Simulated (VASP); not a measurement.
A run of VASP 6.6.1 is set up as follows.

File INCAR:

```
  PREC = Accurate
  ENCUT = 520
  EDIFF = 1E-7
  ISMEAR = 0
  SIGMA = 0.15
  LREAL = False
  LASPH = True
  NELM = 60
  ALGO = Normal
  ISIF = 2
  LWAVE = False
  LCHARG = False
  GGA = PE
  NBANDS = 13
```

The input KPOINTS:

```
Automatic mesh
0
Gamma
  21 21 18
```

File POSCAR:

```
Mo
1.0
    2.6944777412      0.0000000000      0.0000000000
   -1.3472388706      2.3334861739      0.0000000000
    0.0000000000      0.0000000000      2.5168529895
Mo
1
Direct
    0.0000000000      0.0000000000      0.5000000000
```

Potentials or basis: VASP PAW PBE potentials, release 64 (Mo_sv).

Command:

```bash
$ cat potpaw_PBE.64/Mo_sv/POTCAR > POTCAR
$ mpirun -np 1 vasp_std > vasp.out
```

Task: What does it give for the band gap on the k mesh?

Result: Zero (band 7 reaches 13.30 eV, above the bottom of band 8 at 11.28 eV).

Task: Predict the pressure.

Result: 15.0 GPa.

Stress tensor (GPa, compression positive):
```
18.08  0.00  0.00
 0.00 18.08  0.00
 0.00  0.00  8.94
```

Caveat: the cell differs from its parent crystal (strain -0.015 along x and y, -0.015 along z).
